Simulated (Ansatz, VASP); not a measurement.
## One calculation of TiO2, two programs

```
Ti O
1.0
    -1.88894    1.88894    4.79164
     1.88894   -1.88894    4.79164
     1.88894    1.88894   -4.79164
Ti O
2 4
Direct
  0.00000 0.00000 0.00000
  0.75000 0.25000 0.50000
  0.95729 0.45729 0.50000
  0.20729 0.20729 0.00000
  0.54271 0.04271 0.50000
  0.79271 0.79271 0.00000
```

Alike in both runs: functional r2SCAN; k mesh 8 × 8 × 8; occupations gaussian, width 0.02 eV; no spin polarisation.

Ansatz relaxed the structure, and its values are those at the end. VASP's run is a single point on that final structure, the one shown.

```csv
,VASP,Ansatz
version,VASP 6.6.1,Ansatz 0.2.0
potentials or method,"VASP PAW PBE potentials, release 64 (Ti_sv, O), cutoff 520 eV","scalar-relativistic, plane waves, PAW"
valence electrons in the cell,48,48
```

```csv
,VASP,Ansatz,Ansatz less VASP
gap on the k mesh at the Fermi level (eV),2.59,2.57,-0.021
least direct gap on the mesh (eV),2.90,2.87,-0.028
pressure (GPa),1.2,0.0,-1.22
rms of the force components (eV/Å),0.012,0.001,-0.0116
```

VASP's potentials were made for PBE, not for r2SCAN.
